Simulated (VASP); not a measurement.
Wanted: the native input for a VASP 6.6.1 run.

```yaml
Task: single point
Functional: PBE
Potentials_or_basis: VASP PAW PBE potentials, release 64 (Ga_d, Sb, As)
Cutoff: 520 eV
k_mesh: 8 × 8 × 8
Occupations: gaussian, width 0.1 eV
Spin: no spin polarisation
Dipole_correction: no
Further_INCAR_settings: ALGO = Fast; EDIFF = 1e-06; NBANDS = 40
```

The structure of Ga4SbAs lies in POSCAR:

```
Ga4SbAs
1.0
    0.0000000000      3.9801820285      3.9801820285
    3.9801820285      0.0000000000      3.9801820285
    3.9801820285      3.9801820285      0.0000000000
Ga Sb As
4 1 1
Direct
    0.1237297388      0.6254234204      0.6254234204
    0.6254234204      0.1237297388      0.6254234204
    0.6254234204      0.6254234204      0.1237297388
    0.6254234204      0.6254234204      0.6254234204
    0.2500000000      0.2500000000      0.2500000000
    0.0000000000      0.0000000000      0.0000000000
```

The cell was built from a structure type or drawn by symmetry, and may not be a known phase.

The input as run:

INCAR

```
SYSTEM = Ga4SbAs
ALGO = Fast ; EDIFF = 1E-6
ENCUT = 520 ; GGA = PE
ISIF = 2 ; ISMEAR = 0
LASPH = .TRUE. ; LCHARG = .FALSE.
LREAL = .FALSE. ; LWAVE = .FALSE.
NBANDS = 40 ; NELM = 80
PREC = Accurate ; SIGMA = 0.1
```

KPOINTS

```
k-points
0
G
  8 8 8
  0 0 0
```

Potentials or basis: VASP PAW PBE potentials, release 64 (Ga_d, Sb, As).

Launch:

```console
$ cat potpaw_PBE.64/Ga_d/POTCAR potpaw_PBE.64/Sb/POTCAR potpaw_PBE.64/As/POTCAR > POTCAR
$ mpirun -np 1 vasp_std > vasp.out
```

It gave:

* Pressure: 0.0 GPa
* Band gap on the k mesh: zero (bands 31 and 32 overlap by 2.55 eV)

Caveat: spin-orbit coupling is left out, which moves the levels of the heavy elements.

Wall time 76 s on 1 thread of Intel(R) Xeon(R) 6975P-C (Granite Rapids), on a shared host, peak memory 0.33 GiB.
